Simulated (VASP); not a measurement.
# InP (F-43m) in VASP: notebook

The runs below take InP through single point, with PBE+D4, PBE.

Everything below comes from runs of VASP 6.6.1. Logs are shortened: lines on timing, memory, paths and dates and some standing lists are left out, and cuts for length are marked.

### 1 The cell of the first run

Symmetry: F-43m, No. 216, cubic system. The conventional cell has a = 5.908 Å, b = 5.908 Å, c = 5.908 Å, α = 90.00°, β = 90.00°, γ = 90.00°. Within 3.4 Å of In (site symmetry -43m) lie 4 P at 2.56 Å. P (site symmetry -43m) has 4 In at 2.56 Å within 3.4 Å.

### 2 Single point, PBE+D4

INCAR reads:

```
PREC     = Accurate       # precision mode
ENCUT    = 500            # plane-wave cutoff, eV
EDIFF    = 1E-6           # SCF threshold, eV
ISMEAR   = 0              # smearing method
SIGMA    = 0.01           # smearing width, eV
LREAL    = False          # projectors in reciprocal space
LASPH    = True           # aspherical terms in the spheres
NELM     = 120            # most SCF steps
ALGO     = Normal         # electronic algorithm
ISIF     = 2              # what is computed and relaxed
LWAVE    = False          # write WAVECAR
LCHARG   = False          # write CHGCAR
GGA      = PE             # functional
IVDW     = 13             # dispersion correction
NBANDS   = 16             # bands
GGA_COMPAT= False
```

KPOINTS reads:

```
regular mesh
0
Gamma
  6 6 6
```

POSCAR reads:

```
InP
1.0
    0.0000000000      2.9537876370      2.9537876370
    2.9537876370      0.0000000000      2.9537876370
    2.9537876370      2.9537876370      0.0000000000
In P
1 1
Direct
    0.0000000000      0.0000000000      0.0000000000
    0.2500000000      0.2500000000      0.2500000000
```

Potentials or basis: VASP PAW PBE potentials, release 64 (In_d, P).

Launch:

```
> cat potpaw_PBE.64/In_d/POTCAR potpaw_PBE.64/P/POTCAR > POTCAR
> mpirun -np 1 vasp_std > vasp.out
```

OUTCAR:

```text
PREC = Accurate
   ENCUT = 500
   EDIFF = 1E-6
   ISMEAR = 0
   LREAL = False
   LASPH = True
   NELM = 120
   ISIF = 2
   GGA = PE
   IVDW = 13

 ion  position               nearest neighbor table
   1  0.000  0.000  0.000-   2 2.56   2 2.56   2 2.56   2 2.56
   2  0.250  0.250  0.250-   1 2.56   1 2.56   1 2.56   1 2.56

  LATTYP: Found a face centered cubic cell.
 ALAT       =     5.9075752740

  Lattice vectors:

 A1 = (   0.0000000000,   2.9537876370,   2.9537876370)
 A2 = (   2.9537876370,   0.0000000000,   2.9537876370)
 A3 = (   2.9537876370,   2.9537876370,   0.0000000000)

Analysis of symmetry for initial positions (statically):
=====================================================================
 Subroutine PRICEL returns:
 Original cell was already a primitive cell.

 Routine SETGRP: Setting up the symmetry group for a
 face centered cubic supercell.

 Subroutine GETGRP returns: Found 24 space group operations
 (whereof 24 operations were pure point group operations)
 out of a pool of 48 trial point group operations.

The static configuration has the point symmetry T_d .

Analysis of symmetry for dynamics (positions and initial velocities):
=====================================================================
 Subroutine PRICEL returns:
 Original cell was already a primitive cell.

 Routine SETGRP: Setting up the symmetry group for a
 face centered cubic supercell.

 Subroutine GETGRP returns: Found 24 space group operations
 (whereof 24 operations were pure point group operations)
 out of a pool of 48 trial point group operations.

The dynamic configuration has the point symmetry T_d .

 Subroutine INISYM returns: Found 24 space group operations
 (whereof 24 operations are pure point group operations),
 and found     1 'primitive' translations

----------------------------------------------------------------------------------------

                                     Primitive cell

  volume of cell :      51.5428

  direct lattice vectors                    reciprocal lattice vectors
     0.000000000  2.953787637  2.953787637    -0.169274187  0.169274187  0.169274187
     2.953787637  0.000000000  2.953787637     0.169274187 -0.169274187  0.169274187
     2.953787637  2.953787637  0.000000000     0.169274187  0.169274187 -0.169274187

  length of vectors
     4.177286537  4.177286537  4.177286537     0.293191492  0.293191492  0.293191492

  position of ions in fractional coordinates (direct lattice)
     0.000000000  0.000000000  0.000000000
     0.250000000  0.250000000  0.250000000

  ion indices of the primitive-cell ions
   primitive index   ion index
                 1           1
                 2           2

----------------------------------------------------------------------------------------

 KPOINTS: regular mesh

Automatic generation of k-mesh.
 Grid dimensions read from file:
 generate k-points for:    6    6    6

 Generating k-lattice:

  Cartesian coordinates                     Fractional coordinates (reciprocal lattice)
    -0.028212364  0.028212364  0.028212364     0.166666667  0.000000000  0.000000000
     0.028212364 -0.028212364  0.028212364     0.000000000  0.166666667  0.000000000
     0.028212364  0.028212364 -0.028212364     0.000000000  0.000000000  0.166666667

  Length of vectors
     0.048865249  0.048865249  0.048865249

  Shift w.r.t. Gamma in fractional coordinates (k-lattice)
     0.000000000  0.000000000  0.000000000

 Subroutine IBZKPT returns following result:
 ===========================================

 Found     16 irreducible k-points:

 Following reciprocal coordinates:
            Coordinates               Weight
  0.000000  0.000000  0.000000      1.000000
  0.166667  0.000000  0.000000      8.000000
  0.333333  0.000000  0.000000      8.000000
  0.500000  0.000000  0.000000      4.000000
  0.166667  0.166667  0.000000      6.000000
  0.333333  0.166667  0.000000     24.000000
[... 8 lines left out ...]
 -0.333333  0.333333  0.166667     24.000000
 -0.333333  0.500000  0.166667     12.000000
   k-points           NKPTS =     16   k-points in BZ     NKDIM =     16   number of bands    NBANDS=     16
   number of dos      NEDOS =    301   number of ions     NIONS =      2
   total plane-waves  NPLWV =  27000
   dimension x,y,z NGX =    30 NGY =   30 NGZ =   30
   dimension x,y,z NGXF=    60 NGYF=   60 NGZF=   60
   ions per type =               1   1
   NGX,Y,Z   is equivalent  to a cutoff of  11.94, 11.94, 11.94 a.u.
   NGXF,Y,Z  is equivalent  to a cutoff of  23.88, 23.88, 23.88 a.u.
 SYSTEM =  unknown system
   PREC   = accura    normal or accurate (medium, high low for compatibility)
   ISTART =      0    job   : 0-new  1-cont  2-samecut
   ICHARG =      2    charge: 1-file 2-atom 10-const
   ISPIN  =      1    spin polarized calculation?
   LNONCOLLINEAR =      F non collinear calculations
   LSORBIT =      F    spin-orbit coupling
   LASPH  =      T    aspherical Exc in radial PAW
   ENCUT  =  500.0 eV  36.75 Ry    6.06 a.u.   7.62  7.62  7.62*2*pi/ulx,y,z
   NELM   =    120;   NELMIN=  2; NELMDL= -5     # of ELM steps
   EDIFF  = 0.1E-05   stopping-criterion for ELM
   LREAL  =      F    real-space projection
   EDIFFG = 0.1E-04   stopping-criterion for IOM
   NSW    =      0    number of steps for IOM
   IBRION =     -1    ionic relax: 0-MD 1-quasi-New 2-CG
   NFREE  =      0    steps in history (QN), initial steepest desc. (CG)
   ISIF   =      2    stress and relaxation
   ISYM   =      2    0-nonsym 1-usesym 2-fastsym
   POTIM  = 0.5000    time-step for ionic-motion
   TEBEG  =    0.0;   TEEND  =   0.0 temperature during run
   PSTRESS=    0.0 pullay stress
   NELECT =      18.0000    total number of electrons
   NUPDOWN=      -1.0000    fix difference up-down
   EMIN   =  10.00;   EMAX   =-10.00  energy-range for DOS
   EFERMI =   0.00;   METHOD = LEGACY
   ISMEAR =     0;   SIGMA  =   0.01  broadening in eV -4-tet -1-fermi 0-gaus
   EFERMI_NEDOS =   21; number of points for ismear=-14 and -15
   IALGO  =     38    algorithm
   IMIX   =      4    mixing-type and parameters
     AMIX     =   0.40;   BMIX     =  1.00
     AMIX_MAG =   1.60;   BMIX_MAG =  1.00
  volume/ion in A,a.u.               =      25.77       173.91
  Fermi-wavevector in a.u.,A,eV,Ry     =   1.152860  2.178589 18.083301  1.329085
  Thomas-Fermi vector in A             =   2.289508
   LORBIT       =      0    0 simple, 1 ext, 2 COOP (PROOUT), +10 PAW based schemes
   GGA     = PE    functional components
   LHFCALC =     F    Hartree Fock is set to
   AEXX    =    0.0000 exact exchange contribution
   IVDW    =    13    specifies the selected vdW correction
   LEPSILON=     F    determine dielectric tensor
   LRPA    =     F    only Hartree local field effects (RPA)
 non-spin polarized calculation
 Gauss-broadening in eV      SIGMA  =   0.01
  energy-cutoff  :      500.00
  volume of cell :       51.54
 maximum number of plane-waves:      1363
   NGX = 15   NGY = 15   NGZ = 15

 number of electron      17.9999996 magnetization

 Free energy of the ion-electron system (eV)
  ---------------------------------------------------
  ext. energy  EPLUGINS =         0.00000000
  ---------------------------------------------------
  free energy    TOTEN  =        -8.38871965 eV

  energy without entropy =       -8.38871965  energy(sigma->0) =       -8.38871965

 E-fermi :   5.0103     XC(G=0):  -9.1755

 val. band max:        4.9385450861   @ k =   0.0000   0.0000   0.0000
 cond. band min:       5.5187910679   @ k =   0.0000   0.0000   0.0000
 fundamental gap:      0.5802459817
 Fermi energy:         5.0103163929

 k-point     1 :       0.0000    0.0000    0.0000
  band No.  band energies     occupation
      1      -9.2095      2.00000
      2      -9.2095      2.00000
      3      -9.2095      2.00000
      4      -9.0693      2.00000
      5      -9.0693      2.00000
      6      -6.4194      2.00000
[... 8 lines left out ...]
     15      14.3467      0.00000
     16      14.3467      0.00000

 k-point     2 :       0.1667    0.0000    0.0000
  band No.  band energies     occupation
      1      -9.2381      2.00000
      2      -9.1980      2.00000
      3      -9.1980      2.00000
      4      -9.0688      2.00000
      5      -9.0688      2.00000
      6      -6.1180      2.00000
[... 8 lines left out ...]
     15      13.5358      0.00000
     16      14.3409      0.00000

 k-point     3 :       0.3333    0.0000    0.0000
  band No.  band energies     occupation
      1      -9.2918      2.00000
      2      -9.1797      2.00000
      3      -9.1797      2.00000
      4      -9.0628      2.00000
      5      -9.0628      2.00000
      6      -5.3428      2.00000
[... 8 lines left out ...]
     15      14.0001      0.00000
     16      14.0001      0.00000

 k-point     4 :       0.5000    0.0000    0.0000
  band No.  band energies     occupation
      1      -9.3172      2.00000
      2      -9.1736      2.00000
      3      -9.1736      2.00000
      4      -9.0567      2.00000
      5      -9.0567      2.00000
      6      -4.7718      2.00000
[... 8 lines left out ...]
     15      15.5217      0.00000
     16      15.5217      0.00000
[... 172 lines left out ...]
 k-point    14 :       0.5000    0.3333    0.1667
  band No.  band energies     occupation
      1      -9.3301      2.00000
      2      -9.1593      2.00000
      3      -9.1422      2.00000
      4      -9.0868      2.00000
      5      -9.0523      2.00000
      6      -4.7395      2.00000
[... 8 lines left out ...]
     15      15.9338      0.00000
     16      16.5759      0.00000

 k-point    15 :      -0.3333    0.3333    0.1667
  band No.  band energies     occupation
      1      -9.3391      2.00000
      2      -9.1597      2.00000
      3      -9.1323      2.00000
      4      -9.0817      2.00000
      5      -9.0567      2.00000
      6      -4.2857      2.00000
[... 8 lines left out ...]
     15      15.9388      0.00000
     16      16.4042      0.00000

 k-point    16 :      -0.3333    0.5000    0.1667
  band No.  band energies     occupation
      1      -9.3573      2.00000
      2      -9.1429      2.00000
      3      -9.1202      2.00000
      4      -9.0950      2.00000
      5      -9.0490      2.00000
      6      -4.0913      2.00000
[... 8 lines left out ...]
     15      16.1065      0.00000
     16      16.7922      0.00000

------------------------ aborting loop because EDIFF is reached ----------------------------------------

  DFT-D4 for vdW energy calculation

  Edisp (eV):   -0.65727

  FORCE on cell =-STRESS in cart. coord.  units (eV):
  Direction    XX          YY          ZZ          XY          YZ          ZX
  --------------------------------------------------------------------------------------
  -------------------------------------------------------------------------------------
  Total      -0.18845    -0.18845    -0.18845     0.00000     0.00000     0.00000
  in kB      -5.85777    -5.85777    -5.85777     0.00000     0.00000     0.00000
  external pressure =       -5.86 kB  Pullay stress =        0.00 kB

 VOLUME and BASIS-vectors are now :
 -----------------------------------------------------------------------------
  energy-cutoff  :      500.00
  volume of cell :       51.54
      direct lattice vectors                 reciprocal lattice vectors
     0.000000000  2.953787637  2.953787637    -0.169274187  0.169274187  0.169274187
     2.953787637  0.000000000  2.953787637     0.169274187 -0.169274187  0.169274187
     2.953787637  2.953787637  0.000000000     0.169274187  0.169274187 -0.169274187

 POSITION                                       TOTAL-FORCE (eV/Angst)
 -----------------------------------------------------------------------------------
      0.00000      0.00000      0.00000         0.000000      0.000000      0.000000
      1.47689      1.47689      1.47689        -0.000000     -0.000000     -0.000000
 -----------------------------------------------------------------------------------
    total drift:                                0.000000      0.000000     -0.000000

  FREE ENERGIE OF THE ION-ELECTRON SYSTEM (eV)
  ---------------------------------------------------
  free  energy   TOTEN  =        -9.0459876945 eV

  energy  without entropy=       -9.0459876945  energy(sigma->0) =       -9.04598769
```

Run time: 19 s. Hardware: 1 thread of AMD EPYC 7R43 (Zen 3), shared host; peak memory 0.13 GiB.

What came out:

```
Free energy                : -9.0460 eV
Pressure                   : -0.6 GPa
Band gap on the k mesh     : 0.58 eV, direct
Dispersion energy per atom : -0.329 eV
```

Caveat: spin-orbit coupling is left out, which moves the levels of the heavy elements.

### 3 Single point, PBE

INCAR reads:

```
SYSTEM = InP
PREC = Accurate
ENCUT = 500
EDIFF = 1E-6
ISMEAR = 0
SIGMA = 0.01
LREAL = .FALSE.
LASPH = .TRUE.
NELM = 120
ALGO = Normal
ISIF = 2
LWAVE = .FALSE.
LCHARG = .FALSE.
GGA = PE
NBANDS = 16
ISYM = 0
GGA_COMPAT = .FALSE.
```

KPOINTS reads:

```
Automatic mesh
0
G
  6 6 6
  0 0 0
```

POSCAR is that of step 2.

Potentials or basis: VASP PAW PBE potentials, release 64 (In_d, P).

Launch:

```
> cat potpaw_PBE.64/In_d/POTCAR potpaw_PBE.64/P/POTCAR > POTCAR
> mpirun -np 1 vasp_std > vasp.out
```

OUTCAR:

```text
SYSTEM = InP
   PREC = Accurate
   ENCUT = 500
   EDIFF = 1E-6
   ISMEAR = 0
   LREAL = .FALSE.
   LASPH = .TRUE.
   NELM = 120
   ISIF = 2
   GGA = PE
   ISYM = 0

 ion  position               nearest neighbor table
   1  0.000  0.000  0.000-   2 2.56   2 2.56   2 2.56   2 2.56
   2  0.250  0.250  0.250-   1 2.56   1 2.56   1 2.56   1 2.56

IMPORTANT INFORMATION: All symmetrisations will be switched off!
NOSYMM: (Re-)initialisation of all symmetry stuff for point group C_1.

----------------------------------------------------------------------------------------

                                     Primitive cell

  volume of cell :      51.5428

  direct lattice vectors                    reciprocal lattice vectors
     0.000000000  2.953787637  2.953787637    -0.169274187  0.169274187  0.169274187
     2.953787637  0.000000000  2.953787637     0.169274187 -0.169274187  0.169274187
     2.953787637  2.953787637  0.000000000     0.169274187  0.169274187 -0.169274187

  length of vectors
     4.177286537  4.177286537  4.177286537     0.293191492  0.293191492  0.293191492

  position of ions in fractional coordinates (direct lattice)
     0.000000000  0.000000000  0.000000000
     0.250000000  0.250000000  0.250000000
[... 121 lines left out ...]
  free energy    TOTEN  =        -8.38871968 eV

  energy without entropy =       -8.38871968  energy(sigma->0) =       -8.38871968

 E-fermi :   5.0103     XC(G=0):  -9.1755

 val. band max:        4.9385490914   @ k =   0.0000   0.0000   0.0000
 cond. band min:       5.5187839241   @ k =   0.0000   0.0000   0.0000
 fundamental gap:      0.5802348327
 Fermi energy:         5.0102933946

 k-point     1 :       0.0000    0.0000    0.0000
  band No.  band energies     occupation
      1      -9.2095      2.00000
      2      -9.2095      2.00000
      3      -9.2095      2.00000
      4      -9.0693      2.00000
      5      -9.0693      2.00000
      6      -6.4194      2.00000
[... 433 lines left out ...]
      3      -9.1651      2.00000
      4      -9.0832      2.00000
      5      -9.0542      2.00000
      6      -5.3929      2.00000
[... 8 lines left out ...]
     15      14.8600      0.00000
     16      15.6264      0.00000

 [... further k-points ...]
[... 5 lines left out ...]
  --------------------------------------------------------------------------------------
  -------------------------------------------------------------------------------------
  Total        0.5136027      0.5136064      0.5136114      0.0000123      0.0000208      0.0000107
  in kB       15.9650435     15.9651566     15.9653136      0.0003815      0.0006477      0.0003315
  external PRESSURE =      15.9651712 kB  Pullay stress =       0.0000000 kB

 VOLUME and BASIS-vectors are now :
 -----------------------------------------------------------------------------
  energy-cutoff  :      500.00
  volume of cell :       51.54
      direct lattice vectors                 reciprocal lattice vectors
     0.000000000  2.953787637  2.953787637    -0.169274187  0.169274187  0.169274187
     2.953787637  0.000000000  2.953787637     0.169274187 -0.169274187  0.169274187
     2.953787637  2.953787637  0.000000000     0.169274187  0.169274187 -0.169274187

 POSITION                                       TOTAL-FORCE (eV/Angst)
 -----------------------------------------------------------------------------------
      0.00000      0.00000      0.00000        -0.000005     -0.000002     -0.000002
      1.47689      1.47689      1.47689         0.000005      0.000002      0.000002
 -----------------------------------------------------------------------------------
    total drift:                               -0.000006     -0.000007      0.000000

  FREE ENERGIE OF THE ION-ELECTRON SYSTEM (eV)
  ---------------------------------------------------
  free  energy   TOTEN  =        -8.3887196816 eV

  energy  without entropy=       -8.3887196816  energy(sigma->0) =       -8.38871968
```

Wall time 1.9 min (1 thread of AMD EPYC 7R43 (Zen 3), shared host); peak memory 0.19 GiB.

What came out:

* Free energy: -8.3887 eV
* Pressure: 1.6 GPa
* Band gap on the k mesh: 0.58 eV, direct

Caveat: spin-orbit coupling is left out, which moves the levels of the heavy elements.
